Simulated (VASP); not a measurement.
# MgO in VASP: a series of runs, part 2 of 2

VASP 6.6.1. Earlier steps stand in the parts before.

## (3) Single point, PBE

This run uses another cell than the first one, of 10.01 Å³/atom.

File INCAR:

```
PREC = Accurate
ENCUT = 520
EDIFF = 1E-6
ISMEAR = 0
SIGMA = 0.05
LREAL = False
LASPH = True
NELM = 60
ALGO = Normal
ISIF = 2
LWAVE = False
LCHARG = False
GGA = PE
NBANDS = 11
```

File KPOINTS:

```
Automatic mesh
0
Gamma
  12 12 10
```

File POSCAR:

```
MgO
1.0
    2.9377244759      0.0000000000      0.0000000000
   -1.4688622380      2.5441440255      0.0000000000
    0.0000000000      0.0000000000      2.6797873418
Mg O
1 1
Direct
    0.0000000000      0.0000000000      0.0000000000
    0.3333333333      0.6666666667      0.5000000000
```

Potentials or basis: VASP PAW PBE potentials, release 64 (Mg, O).

The run is started by

```bash
$ cat potpaw_PBE.64/Mg/POTCAR potpaw_PBE.64/O/POTCAR > POTCAR
$ mpirun -np 1 vasp_std > vasp.out
```

OUTCAR:

```text
PREC = Accurate
   ENCUT = 520
   EDIFF = 1E-6
   ISMEAR = 0
   LREAL = False
   LASPH = True
   NELM = 60
   ISIF = 2
   GGA = PE

 ion  position               nearest neighbor table
   1  0.000  0.000  0.000-   2 2.16   2 2.16   2 2.16   2 2.16   2 2.16   2 2.16
   2  0.333  0.667  0.500-   1 2.16   1 2.16   1 2.16   1 2.16   1 2.16   1 2.16

  LATTYP: Found a hexagonal cell.
 ALAT       =     2.9377244759
 C/A-ratio  =     0.9121983235

  Lattice vectors:

 A1 = (   2.9377244759,   0.0000000000,   0.0000000000)
 A2 = (  -1.4688622380,   2.5441440255,   0.0000000000)
 A3 = (   0.0000000000,   0.0000000000,   2.6797873418)

Analysis of symmetry for initial positions (statically):
=====================================================================
 Subroutine PRICEL returns:
 Original cell was already a primitive cell.

 Routine SETGRP: Setting up the symmetry group for a
 hexagonal supercell.

 Subroutine GETGRP returns: Found 12 space group operations
 (whereof 12 operations were pure point group operations)
 out of a pool of 24 trial point group operations.

[... 173 lines left out ...]
      2       2.7035      2.00000
      3       2.7035      2.00000
      4       2.9025      2.00000
      5       6.3048      0.00000
      6      15.1736      0.00000
      7      18.8726      0.00000
      8      18.8726      0.00000
      9      23.1355      0.00000
     10      24.1791      0.00000
     11      25.8004      0.00000
[... 309 lines left out ...]
 k-point    24 :       0.3333    0.0000    0.1000
  band No.  band energies     occupation
      1     -13.3109      2.00000
      2      -0.6465      2.00000
      3       2.2009      2.00000
      4       2.6698      2.00000
      5       9.6614      0.00000
      6      13.8290      0.00000
      7      17.3133      0.00000
      8      20.5763      0.00000
      9      20.9284      0.00000
     10      26.3947      0.00000
     11      26.8903      0.00000

 [... further k-points ...]

------------------------ aborting loop because EDIFF is reached ----------------------------------------

  FORCE on cell =-STRESS in cart. coord.  units (eV):
  Direction    XX          YY          ZZ          XY          YZ          ZX
  --------------------------------------------------------------------------------------
  -------------------------------------------------------------------------------------
  Total       -0.0741415     -0.0741415     -0.0913497      0.0000000     -0.0000000      0.0000000
  in kB       -5.9308766     -5.9308766     -7.3074322      0.0000000     -0.0000000      0.0000000
  external PRESSURE =      -6.3897285 kB  Pullay stress =       0.0000000 kB

 VOLUME and BASIS-vectors are now :
 -----------------------------------------------------------------------------
  energy-cutoff  :      520.00
  volume of cell :       20.03
      direct lattice vectors                 reciprocal lattice vectors
     2.937724476  0.000000000  0.000000000     0.340399519  0.196529754  0.000000000
    -1.468862238  2.544144026  0.000000000     0.000000000  0.393059508  0.000000000
     0.000000000  0.000000000  2.679787342     0.000000000  0.000000000  0.373163939

 POSITION                                       TOTAL-FORCE (eV/Angst)
 -----------------------------------------------------------------------------------
      0.00000      0.00000      0.00000        -0.000000      0.000000      0.000000
     -0.00000      1.69610      1.33989         0.000000      0.000000      0.000000
 -----------------------------------------------------------------------------------
    total drift:                                0.000000     -0.000000     -0.000000

  FREE ENERGIE OF THE ION-ELECTRON SYSTEM (eV)
  ---------------------------------------------------
  free  energy   TOTEN  =       -11.2304588833 eV

  energy  without entropy=      -11.2304588833  energy(sigma->0) =      -11.23045888
```

It took 12 s on 1 thread of Intel Xeon Platinum 8259CL at 2.50GHz (Skylake/Cascade Lake), shared host; peak memory 0.15 GiB.

What came out:

| Quantity | Value |
| --- | --- |
| Free energy | -11.2305 eV |
| Pressure | -0.6 GPa |
| Band gap on the k mesh | 3.00 eV (least direct gap 3.40 eV) |

## (4) Single point, PBE

This run uses another cell than the first one: it holds 8 atoms, not 2.

File INCAR:

```
  PREC = Accurate
  ENCUT = 520
  EDIFF = 1E-6
  ISMEAR = 0
  SIGMA = 0.05
  LREAL = F
  LASPH = T
  NELM = 80
  ALGO = Normal
  ISIF = 2
  LWAVE = F
  LCHARG = T
  GGA = PE
  LELF = T
  LVHAR = T
  NBANDS = 26
```

File KPOINTS:

```
Automatic mesh
0
Gamma
  6 6 6
```

File POSCAR:

```
MgO
1.0
    1.4688622380      2.5441440255      2.6797873418
   -1.4688622380     -2.5441440255      2.6797873418
    4.4065867139     -2.5441440255      0.0000000000
Mg O
4 4
Direct
    0.5000000000      0.5000000000      0.0000000000
    0.2500000000      0.7500000000      0.5000000000
    0.7500000000      0.2500000000      0.5000000000
    0.0000000000      0.0000000000      0.0000000000
    0.7500000000      0.7500000000      0.3333333333
    0.5000000000      1.0000000000      0.8333333333
    0.0000000000      0.5000000000      0.8333333333
    0.2500000000      0.2500000000      0.3333333333
```

The run is started by

```bash
$ cat potpaw_PBE.64/Mg/POTCAR potpaw_PBE.64/O/POTCAR > POTCAR
$ mpirun -np 1 vasp_std > vasp.out
```

Run time: 75 s. Hardware: 1 thread of Intel Xeon Platinum 8259CL at 2.50GHz (Skylake/Cascade Lake), shared host; peak memory 0.22 GiB.

Results (log left out):

| Quantity | Value |
| --- | --- |
| Free energy | -44.9218 eV |
| Pressure | -0.7 GPa |
| Band gap on the k mesh | 3.00 eV |

Stress tensor (GPa, compression positive):
```
-0.63  0.00  0.00
 0.00 -0.63  0.00
 0.00  0.00 -0.77
```

Levels at points of the mesh, in eV from the valence-band top:
```csv
k point,band 14,band 15,band 16,band 17,band 18,band 19
"(0.00, 0.00, 0.00)",-0.60,-0.40,-0.05,3.00,6.37,6.37
"(0.50, 0.00, 0.00)",-1.90,-0.76,-0.76,6.54,6.54,7.53
"(0.50, 0.50, 0.00)",-0.09,-0.05,-0.05,5.82,7.66,7.66
"(0.00, 0.00, 0.50)",-0.82,-0.23,-0.23,5.37,5.37,5.82
"(0.50, 0.00, 0.50)",-1.21,-1.21,-1.21,7.06,7.06,7.06
"(0.50, 0.50, 0.50)",-0.47,-0.05,-0.05,6.60,6.60,7.43
```

A k mesh can miss the band edges.

## (5) Single point, PBE (strained and its atoms moved)

File INCAR:

```
SYSTEM = MgO
PREC = Accurate
ENCUT = 520
EDIFF = 1E-6
ISMEAR = 0
SIGMA = 0.02
LREAL = .FALSE.
LASPH = .TRUE.
NELM = 80
ALGO = Normal
ISIF = 2
LWAVE = .FALSE.
LCHARG = .FALSE.
GGA = PE
NBANDS = 11
```

File KPOINTS:

```
Automatic mesh
0
G
  12 12 10
  0 0 0
```

File POSCAR:

```
MgO
1.0
    3.0463457341      0.0209187088     -0.0164822973
   -1.5050567338      2.6068384660      0.0329727238
   -0.0150330048      0.0260464896      2.6870759168
Mg O
1 1
Direct
   -0.0117905955     -0.0058952978      0.0000000000
    0.3451239255      0.6725619678      0.5000000000
```

The run is started by

```bash
$ cat potpaw_PBE.64/Mg/POTCAR potpaw_PBE.64/O/POTCAR > POTCAR
$ mpirun -np 1 vasp_std > vasp.out
```

Wall time 46 s (1 thread of Intel Xeon 8259CL, shared host); peak memory 0.22 GiB.

It converged, with:

```
Free energy            : -11.1691 eV
Pressure               : -7.9 GPa
Largest force          : 0.176 eV/Å
Band gap on the k mesh : 2.35 eV (least direct gap 2.67 eV)
```

Forces on the atoms (eV/Å):
```
Mg   0.153  0.088  0.000
O   -0.153 -0.088  0.000
```

Stress tensor (GPa, compression positive):
```
-13.09  -1.95  -0.23
 -1.95 -10.84   0.41
 -0.23   0.41   0.20
```

Levels at points of the mesh, in eV from the valence-band top:
```tsv
k point	band 1	band 2	band 3	band 4	band 5	band 6	band 7	band 8
(0.00, 0.00, 0.00)	-17.31	-0.98	-0.82	-0.33	2.35	11.59	14.21	14.62
(0.50, 0.00, 0.00)	-16.47	-4.89	-1.43	-0.06	6.02	9.43	12.87	16.67
(0.00, 0.50, 0.00)	-16.45	-4.80	-1.61	-0.03	6.00	9.56	12.70	16.42
(0.00, 0.00, 0.50)	-16.29	-5.14	-0.46	-0.26	7.34	8.45	16.65	16.90
(0.50, 0.00, 0.50)	-15.73	-3.70	-3.34	-0.89	5.63	10.76	12.79	13.65
(0.00, 0.50, 0.50)	-15.70	-3.66	-3.23	-1.06	5.58	10.45	13.07	13.77
```

Caveat: the cell differs from its parent crystal (strained and its atoms moved); the stress differs along the axes, from -13 to 0 GPa.

## (6) The runs side by side

| level | potentials or basis | cell | k mesh | cutoff (eV) | smearing | gap on the mesh (eV) | pressure (GPa) |
| --- | --- | --- | --- | --- | --- | --- | --- |
| r2SCAN | VASP PAW PBE potentials, release 64 (Mg_sv, O) | a = 2.914, b = 2.914, c = 2.658 Å, angles 90.0, 90.0, 120.0°, 2 atoms, atomic positions A | 12 × 12 × 10 | 660 | gaussian 0.02 eV | 4.00 | -2.1 |
| PBE | VASP PAW PBE potentials, release 64 (Mg, O) | a = 2.938, b = 2.938, c = 2.680 Å, angles 90.0, 90.0, 120.0°, 2 atoms, atomic positions A | 12 × 12 × 10 | 520 | gaussian 0.05 eV | 3.00 | -0.6 |
| PBE | VASP PAW PBE potentials, release 64 (Mg, O) | a = 3.976, b = 3.976, c = 5.088 Å, angles 90.0, 90.0, 95.3°, 8 atoms, atomic positions B | 6 × 6 × 6 | 520 | gaussian 0.05 eV | 3.00 | -0.7 |
| PBE | VASP PAW PBE potentials, release 64 (Mg, O) | a = 3.046, b = 3.010, c = 2.687 Å, angles 88.7, 90.6, 119.6°, 2 atoms, atomic positions C | 12 × 12 × 10 | 520 | gaussian 0.02 eV | 2.35 | -7.9 |

Alike in all rows: task single point; no spin polarisation.

Caveats: the PAW data sets were made with another functional, which shifts forces and pressure a little (at least some runs); the stress differs along the axes, from -13 to 0 GPa (at least some runs).

Total energies depend on the potentials used, so only differences within one code and one set of settings carry meaning.
